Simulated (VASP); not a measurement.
Crystal: FeSi.

```xyz
8
Lattice="4.5300 0.0000 0.0000 0.0000 4.5300 0.0000 0.0000 0.0000 4.5300" Properties=species:S:1:pos:R:3 pbc="T T T"
Fe    0.6184    0.6184    0.6184
Fe    1.6466    3.9116    2.8834
Fe    2.8834    1.6466    3.9116
Fe    3.9116    2.8834    1.6466
Si    3.8161    3.8161    3.8161
Si    2.9789    0.7139    1.5511
Si    1.5511    2.9789    0.7139
Si    0.7139    1.5511    2.9789
```

| Property | Result |
| --- | --- |
| Program | VASP 6.6.1 |
| Task | relaxation of the atoms |
| Functional | PBE |
| Potentials or basis | VASP PAW PBE potentials, release 64 (Fe, Si) |
| Cutoff | 520 eV |
| k mesh | 8 × 8 × 8 |
| Occupations | gaussian, width 0.01 eV |
| Spin | no spin polarisation |

At the start: pressure -11.4 GPa; volume 11.62 Å³/atom.

How do energy, volume and symmetry change on relaxing?

Over 5 steps the energy falls by 2.7 meV/atom; space group P2_13 (No. 198, to 0.1 Å) before and after.

Step by step:
```
step  energy change (eV)  largest force (eV/Å)  pressure (GPa)
   1              0.0000                0.2683          -11.37
   2             -0.0156                0.1261          -10.94
   3             -0.0205                0.0650          -10.56
   4             -0.0214                0.0204          -10.48
   5             -0.0215                0.0029          -10.44
```

Final structure:
```
Fe Si
1.0
     4.53000    0.00000    0.00000
     0.00000    4.53000    0.00000
     0.00000    0.00000    4.53000
Fe Si
4 4
Direct
  0.13352 0.13352 0.13352
  0.36648 0.86648 0.63352
  0.63352 0.36648 0.86648
  0.86648 0.63352 0.36648
  0.83954 0.83954 0.83954
  0.66046 0.16046 0.33954
  0.33954 0.66046 0.16046
  0.16046 0.33954 0.66046
```
